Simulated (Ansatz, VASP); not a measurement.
# C: VASP beside Ansatz

File INCAR:

```
SYSTEM = C
  PREC = Accurate
  ENCUT = 520
  EDIFF = 1E-7
  ISMEAR = 0
  SIGMA = 0.05
  LREAL = .False.
  LASPH = .True.
  NELM = 80
  ALGO = Normal
  ISIF = 2
  LWAVE = .False.
  LCHARG = .False.
  GGA = PE
  IVDW = 12
  NBANDS = 31
```

The input KPOINTS:

```
Automatic mesh
0
Gamma
  7 11 3
  0 0 0
```

POSCAR

```
C
1.0
    0.0000000000      1.4231666446     -3.3613878322
   -2.4649969361      0.0000000000      0.0000000000
    3.0812461702     13.2647257873      2.0879689483
C
10
Direct
    0.1063220358      0.4172350640      0.6537880512
    0.7314400836      0.6628394864      0.0502715891
    0.8251605717      0.3514383808      0.2011507046
   -0.0811189403      1.0400372752      0.3520298201
    0.0126015478      0.7286361696      0.5029089357
    0.7622804044      0.2257594080      0.1006075264
   -0.1439991075      0.9143583024      0.2514866419
   -0.0502786195      0.6029571968      0.4023657575
    0.0434418686      1.2915560912      0.5532448730
    0.1371623566      0.9801549856      0.7041239885
```

Input for Ansatz:

```yaml
crystal:
  lattice:
    - [0.0, 1.4231666446, -3.3613878322]
    - [-2.4649969361, 0.0, 0.0]
    - [3.0812461702, 13.2647257873, 2.0879689483]
  atoms:
    - { symbol: C, position: [0.1063220358, 0.417235064, 0.6537880512] }
    - { symbol: C, position: [0.7314400836, 0.6628394864, 0.0502715891] }
    - { symbol: C, position: [0.8251605717, 0.3514383808, 0.2011507046] }
    - { symbol: C, position: [-0.0811189403, 1.0400372752, 0.3520298201] }
    - { symbol: C, position: [0.0126015478, 0.7286361696, 0.5029089357] }
    - { symbol: C, position: [0.7622804044, 0.225759408, 0.1006075264] }
    - { symbol: C, position: [-0.1439991075, 0.9143583024, 0.2514866419] }
    - { symbol: C, position: [-0.0502786195, 0.6029571968, 0.4023657575] }
    - { symbol: C, position: [0.0434418686, 1.2915560912, 0.553244873] }
    - { symbol: C, position: [0.1371623566, 0.9801549856, 0.7041239885] }
basis:
  ecutwfc: 520.0
kpoints:
  mp_grid: { grid: [7, 11, 3] }
hamiltonian:
  xc: pbe
  dispersion: d3bj
scf:
  occupations: { method: gaussian, width: 0.05 }
output:
  forces: true
  stress: true
  eigenvalues: true
  write_density: true
  write_potential: true
  elf: true
  volumetric_format: npy
```

Alike in both runs: task single point; functional PBE; dispersion D3(BJ); k mesh 7 × 11 × 3; occupations gaussian, width 0.05 eV; no spin polarisation.

```csv
,VASP,Ansatz
version,VASP 6.6.1,Ansatz 0.2.0
potentials or method,"VASP PAW PBE potentials, release 64 (C), cutoff 520 eV","scalar-relativistic, plane waves, PAW"
valence electrons in the cell,40,40
```

|  | VASP | Ansatz | Ansatz less VASP |
| --- | --- | --- | --- |
| gap on the k mesh at the Fermi level (eV) | none | none | - |
| pressure (GPa) | -0.1 | -0.4 | -0.32 |
| traceless stress, the component that is largest in VASP (GPa) | -0.37 | 0.02 | +0.390 |
| rms of the force components (eV/Å) | 0.819 | 0.824 | +0.0059 |

Atom by atom the forces differ by 0.012 eV/Å (rms over components). A gap of «none» marks a metal or a gap that the smearing closes.
